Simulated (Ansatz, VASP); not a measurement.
# C: VASP beside Ansatz

```
C
1.0
     3.57155    0.00000   -3.57155
     0.00000    3.57155   -3.57155
     3.57155    3.57155    0.00000
C
15
Direct
  0.25000 0.25000 0.25000
  0.25000 0.75000 0.75000
  0.25000 0.75000 0.25000
  0.75000 0.25000 0.75000
  0.75000 0.25000 0.25000
  0.75000 0.75000 0.75000
  0.75000 0.75000 0.25000
  0.12500 0.12500 0.12500
  0.12500 0.12500 0.62500
  0.12500 0.62500 0.12500
  0.31628 0.53125 0.57624
  0.62500 0.12500 0.12500
  0.62500 0.12500 0.62500
  0.62500 0.62500 0.12500
  0.62500 0.62500 0.62500
```

Change from the starting cell: C vacancy; atom 11 moved 0.250 of the way to it and -0.700 Å across, host rigid.

Alike in both runs: task single point; functional PBE; k mesh 6 × 6 × 6; occupations gaussian, width 0.05 eV; no spin polarisation.

```csv
,VASP,Ansatz
version,VASP 6.6.1,Ansatz 0.2.0
potentials or method,"VASP PAW PBE potentials, release 64 (C), cutoff 520 eV","scalar-relativistic, plane waves, PAW"
valence electrons in the cell,60,60
```

```csv
,VASP,Ansatz,Ansatz less VASP
gap on the k mesh at the Fermi level (eV),none,none,-
pressure (GPa),-1.0,-1.9,-0.90
"traceless stress, the component that is largest in VASP (GPa)",15.84,15.85,+0.018
rms of the force components (eV/Å),1.888,1.891,+0.0033
```

Atom by atom the forces differ by 0.010 eV/Å (rms over components). A gap of «none» marks a metal or a gap that the smearing closes. The functional is the same, so the differences come from potentials, cutoffs and numerics.
